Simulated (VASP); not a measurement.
# Sb (Fm-3m) in VASP: notebook

The runs below take Sb through single point, with r2SCAN50, PBE0.

All numbers are computed with VASP 6.6.1; they aren't measurements. Logs are shortened: lines on timing, memory, paths and dates and some standing lists are left out, and cuts for length are marked.

**1. The cell of the first run**

The structure is cubic, space group Fm-3m (No. 225). The conventional cell has a = 4.742 Å, b = 4.742 Å, c = 4.742 Å, α = 90.00°, β = 90.00°, γ = 90.00°. Within 4.4 Å of Sb (site symmetry m-3m) lie 12 Sb at 3.35 Å.

This isn't the form of Sb at room conditions, which is rhombohedral.

**2. Single point, r2SCAN50**

Input file POSCAR:

```
Sb
1.0
    0.0000000000      2.3712425216      2.3712425216
    2.3712425216      0.0000000000      2.3712425216
    2.3712425216      2.3712425216      0.0000000000
Sb
1
Direct
    0.0000000000      0.0000000000      0.0000000000
```

Input file INCAR.step1:

```
ALGO     = Normal         # electronic algorithm
EDIFF    = 1E-5           # SCF threshold, eV
ENCUT    = 440            # plane-wave cutoff, eV
GGA      = PE             # functional
GGA_COMPAT= False        
ISIF     = 2              # what is computed and relaxed
ISMEAR   = -1             # smearing method
LASPH    = True           # aspherical terms in the spheres
LCHARG   = False          # write CHGCAR
LREAL    = False          # projectors in reciprocal space
LWAVE    = True           # write WAVECAR
NBANDS   = 14             # bands
NELM     = 120            # most SCF steps
PREC     = Accurate       # precision mode
SIGMA    = 0.05           # smearing width, eV
```

Input file INCAR.step2:

```
AEXX     = 0.5            # exact-exchange fraction
ALGO     = Normal         # electronic algorithm
EDIFF    = 1E-6           # SCF threshold, eV
ENCUT    = 440            # plane-wave cutoff, eV
GGA_COMPAT= False        
ISIF     = 2              # what is computed and relaxed
ISMEAR   = -1             # smearing method
ISTART   = 1            
LASPH    = True           # aspherical terms in the spheres
LCHARG   = False          # write CHGCAR
LHFCALC  = True           # exact exchange
LMIXTAU  = True         
LREAL    = False          # projectors in reciprocal space
LWAVE    = False          # write WAVECAR
METAGGA  = R2SCAN         # meta-GGA
NBANDS   = 14             # bands
NELM     = 120            # most SCF steps
PREC     = Accurate       # precision mode
PRECFOCK = Normal       
SIGMA    = 0.05           # smearing width, eV
```

Input file KPOINTS:

```
k-points
0
Gamma
  5 5 5
```

Potentials or basis: VASP PAW PBE potentials, release 64 (Sb_d_GW).

The run is started by

```bash
$ cat potpaw_PBE.64/Sb_d_GW/POTCAR > POTCAR
$ cp INCAR.step1 INCAR
$ mpirun -np 1 vasp_std > vasp.out
$ cp INCAR.step2 INCAR
$ mpirun -np 1 vasp_std > vasp.out
```

OUTCAR:

```text
AEXX = 0.5
   EDIFF = 1E-6
   ENCUT = 440
   ISIF = 2
   ISMEAR = -1
   ISTART = 1
   LASPH = True
   LHFCALC = True
   LREAL = False
   METAGGA = R2SCAN
   NELM = 120
   PREC = Accurate
   PRECFOCK = Normal

 ion  position               nearest neighbor table
   1  0.000  0.000  0.000-

  LATTYP: Found a face centered cubic cell.
 ALAT       =     4.7424850432

  Lattice vectors:

 A1 = (   0.0000000000,   2.3712425216,   2.3712425216)
 A2 = (   2.3712425216,   0.0000000000,   2.3712425216)
 A3 = (   2.3712425216,   2.3712425216,   0.0000000000)

Analysis of symmetry for initial positions (statically):
=====================================================================
 Subroutine PRICEL returns:
 Original cell was already a primitive cell.

 Routine SETGRP: Setting up the symmetry group for a
 face centered cubic supercell.

 Subroutine GETGRP returns: Found 48 space group operations
 (whereof 48 operations were pure point group operations)
 out of a pool of 48 trial point group operations.

The static configuration has the point symmetry O_h .

Analysis of symmetry for dynamics (positions and initial velocities):
=====================================================================
 Subroutine PRICEL returns:
 Original cell was already a primitive cell.

 Routine SETGRP: Setting up the symmetry group for a
 face centered cubic supercell.

 Subroutine GETGRP returns: Found 48 space group operations
 (whereof 48 operations were pure point group operations)
 out of a pool of 48 trial point group operations.

The dynamic configuration has the point symmetry O_h .

 Subroutine INISYM returns: Found 48 space group operations
 (whereof 48 operations are pure point group operations),
 and found     1 'primitive' translations

----------------------------------------------------------------------------------------

                                     Primitive cell

  volume of cell :      26.6660

  direct lattice vectors                    reciprocal lattice vectors
     0.000000000  2.371242522  2.371242522    -0.210859916  0.210859916  0.210859916
     2.371242522  0.000000000  2.371242522     0.210859916 -0.210859916  0.210859916
     2.371242522  2.371242522  0.000000000     0.210859916  0.210859916 -0.210859916

  length of vectors
     3.353443334  3.353443334  3.353443334     0.365220089  0.365220089  0.365220089

  position of ions in fractional coordinates (direct lattice)
     0.000000000  0.000000000  0.000000000

  ion indices of the primitive-cell ions
   primitive index   ion index
[... 74 lines left out ...]
   EFERMI_NEDOS =   21; number of points for ismear=-14 and -15
   IALGO  =     38    algorithm
   IMIX   =      1    mixing-type and parameters
     AMIX     =   0.40;   BMIX     =  1.00
     AMIX_MAG =   1.60;   BMIX_MAG =  1.00
  volume/ion in A,a.u.               =      26.67       179.95
  Fermi-wavevector in a.u.,A,eV,Ry     =   1.351406  2.553788 24.848307  1.826299
  Thomas-Fermi vector in A             =   2.478831
   LORBIT       =      0    0 simple, 1 ext, 2 COOP (PROOUT), +10 PAW based schemes
   METAGGA = R2SCAN    functional components
   LHFCALC =     T    Hartree Fock is set to
   PRECFOCK=normal    Normal, Fast or Accurate (Low or Medium for compatibility)
   ENCUT4O =  -1.0   cutoff for four orbital integrals eV
   NKREDX  =     1    reduce k-point grid by
   NKREDY  =     1    reduce k-point grid by
   NKREDZ  =     1    reduce k-point grid by
   AEXX    =    0.5000 exact exchange contribution
   HFSCREEN=    0.0000 screening length (either q_TF or 0.3 A-1)
   HFSCREENC=   0.0000 screening length for correlation (either q_TF or 0.3 A-1)
   ENCUTFOCK=  -1.0 apply spherical cutoff to Coloumb kernel
   IVDW    =     0    specifies the selected vdW correction
   LEPSILON=     F    determine dielectric tensor
   LRPA    =     F    only Hartree local field effects (RPA)
 non-spin polarized calculation
  energy-cutoff  :      440.00
  volume of cell :       26.67
 maximum number of plane-waves:       568
  NGX = 18; NGY = 18; NGZ = 18

 number of electron      15.0000001 magnetization

 Free energy of the ion-electron system (eV)
  ---------------------------------------------------
  ext. energy  EPLUGINS =         0.00000000
  ---------------------------------------------------
  free energy    TOTEN  =       -17.18437173 eV

  energy without entropy =      -17.17315297  energy(sigma->0) =      -17.17876235

 E-fermi :   5.7550     XC(G=0):  -6.5313

 val. band max:        5.7054858423   @ k =  -0.4000   0.4000   0.2000
 cond. band min:       6.9845098918   @ k =  -0.2000   0.2000   0.0000
 fundamental gap:      1.2790240494
 Fermi energy:         5.7550110474

 k-point     1 :       0.0000    0.0000    0.0000
  band No.  band energies     occupation
      1     -29.3408      2.00000
      2     -29.3408      2.00000
      3     -29.3408      2.00000
      4     -29.2915      2.00000
      5     -29.2915      2.00000
      6     -10.9747      2.00000
      7      14.0456      0.00000
      8      14.0456      0.00000
      9      14.0456      0.00000
     10      19.0652      0.00000
     11      19.4104      0.00000
     12      19.4104      0.00000
     13      19.4104      0.00000
     14      21.2917      0.00000
[... 139 lines left out ...]
      1     -29.3370      2.00000
      2     -29.3302      2.00000
      3     -29.2948      2.00000
      4     -29.2653      2.00000
      5     -29.2467      2.00000
      6      -4.7674      2.00000
      7       1.2108      2.00000
      8       2.7783      2.00000
      9       5.7055      1.45837
     10      17.3795      0.00000
     11      18.3811      0.00000
     12      20.4214      0.00000
     13      25.2051      0.00000
     14      28.5219      0.00000

------------------------ aborting loop because EDIFF is reached ----------------------------------------

  FORCE on cell =-STRESS in cart. coord.  units (eV):
  Direction    XX          YY          ZZ          XY          YZ          ZX
  --------------------------------------------------------------------------------------
  -------------------------------------------------------------------------------------
  Total       -0.4054523     -0.4054523     -0.4054523      0.0000000      0.0000000      0.0000000
  in kB      -24.3608485    -24.3608485    -24.3608485      0.0000000      0.0000000      0.0000000
  external PRESSURE =     -24.3608485 kB  Pullay stress =       0.0000000 kB

 VOLUME and BASIS-vectors are now :
 -----------------------------------------------------------------------------
  energy-cutoff  :      440.00
  volume of cell :       26.67
      direct lattice vectors                 reciprocal lattice vectors
     0.000000000  2.371242522  2.371242522    -0.210859916  0.210859916  0.210859916
     2.371242522  0.000000000  2.371242522     0.210859916 -0.210859916  0.210859916
     2.371242522  2.371242522  0.000000000     0.210859916  0.210859916 -0.210859916

 POSITION                                       TOTAL-FORCE (eV/Angst)
 -----------------------------------------------------------------------------------
      0.00000      0.00000      0.00000         0.000000      0.000000      0.000000
 -----------------------------------------------------------------------------------
    total drift:                                0.000000     -0.000000      0.000000

  FREE ENERGIE OF THE ION-ELECTRON SYSTEM (eV)
  ---------------------------------------------------
  free  energy   TOTEN  =       -17.1843717346 eV

  energy  without entropy=      -17.1731529730  energy(sigma->0) =      -17.17876235
```

OUTCAR.step1:

```text
EDIFF = 1E-5
   ENCUT = 440
   GGA = PE
   ISIF = 2
   ISMEAR = -1
   LASPH = True
[... 367 lines left out ...]

 POSITION                                       TOTAL-FORCE (eV/Angst)
 -----------------------------------------------------------------------------------
      0.00000      0.00000      0.00000         0.000000     -0.000000      0.000000
 -----------------------------------------------------------------------------------
    total drift:                               -0.000000      0.000000     -0.000000

  FREE ENERGIE OF THE ION-ELECTRON SYSTEM (eV)
  ---------------------------------------------------
  free  energy   TOTEN  =        -3.7818017354 eV

  energy  without entropy=       -3.7679405817  energy(sigma->0) =       -3.77487116
```

Run time: 5.3 min. Hardware: 1 thread of Intel Xeon Platinum 8488C (Sapphire Rapids), shared host; peak memory 0.15 GiB.

What came out:

```yaml
Free_energy: -17.1844 eV
Pressure: -2.4 GPa
Band_gap_on_the_k_mesh: zero (an odd number of electrons rules out a gap without spin polarisation)
```

Caveat: the k points lie up to 0.46 Å⁻¹ apart, too coarse for converged energies and pressures of a metal; the PAW data sets were made with another functional, which shifts forces and pressure a little; spin-orbit coupling is left out, which moves the levels of the heavy elements.

(Continued in part 2 of 2.)

The gap in the log of VASP goes by the Fermi energy; the results here count the filled bands.